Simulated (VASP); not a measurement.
# AlGa2N3: relaxation of cell and atoms with PBE

Crystal: AlGa2N3.

```
Al Ga N
1.0
    -1.59232    1.59232    6.73581
     1.59232   -1.59232    6.73581
     1.59232    1.59232   -6.73581
Al Ga N
1 2 3
Direct
  0.50000 0.50000 0.00000
  0.83539 0.83539 0.00000
  0.16461 0.16461 0.00000
  0.42152 0.92152 0.50000
  0.07848 0.57848 0.50000
  0.75000 0.25000 0.50000
```

```
Program                : VASP 6.6.1
Task                   : relaxation of cell and atoms
Functional             : PBE
Potentials or basis    : VASP PAW PBE potentials, release 64 (Al, Ga_d, N)
Cutoff                 : 600 eV
k mesh                 : 12 × 12 × 12
Occupations            : gaussian, width 0.01 eV
Spin                   : no spin polarisation
Dipole correction      : no
Further INCAR settings : ALGO = Normal; EDIFF = 1e-06; IBRION = 2; EDIFFG = -0.001; NSW = 80; ISIF = 3
```

```
Relaxed volume                        : 11.37 Å³/atom
Relaxed cell                          : a = 7.099 Å, b = 7.099 Å, c = 7.099 Å, α = 154.09°, β = 154.09°, γ = 36.97°
Space group after relaxing (to 0.1 Å) : I-4m2 (No. 119)
Energy gained by relaxing             : 0.0 meV/atom
Ionic steps                           : 12
Pressure after relaxing               : 0.0 GPa
Band gap on the k mesh                : 2.26 eV
```

Final structure:
```
Al Ga N
1.0
    -1.59178    1.59178    6.73315
     1.59178   -1.59178    6.73315
     1.59178    1.59178   -6.73315
Al Ga N
1 2 3
Cartesian
  0.0000 0.0000 6.7332
  0.0000 0.0000 11.2498
  1.5918 1.5918 -4.5166
  1.5918 0.0000 5.6774
  1.5918 0.0000 1.0557
  0.0000 1.5918 3.3666
```

Levels at points of the mesh, in eV from the valence-band top:
| k point | band 20 | band 21 | band 22 | band 23 | band 24 | band 25 |
| --- | --- | --- | --- | --- | --- | --- |
| (0.00, 0.00, 0.00) | -0.12 | 0.00 | 0.00 | 2.26 | 4.46 | 4.49 |
| (0.50, 0.00, 0.00) | -0.80 | -0.77 | -0.68 | 5.05 | 6.04 | 7.18 |
| (0.50, 0.50, 0.00) | -2.99 | -2.36 | -2.33 | 3.29 | 5.18 | 5.34 |
| (0.50, 0.50, 0.50) | -0.92 | -0.50 | -0.50 | 3.31 | 4.23 | 4.45 |

Wall time 2.3 h on 1 thread of Oxide Virtual Turin-like Processor (shared host), peak memory 0.74 GiB.

A k mesh can miss the band edges.
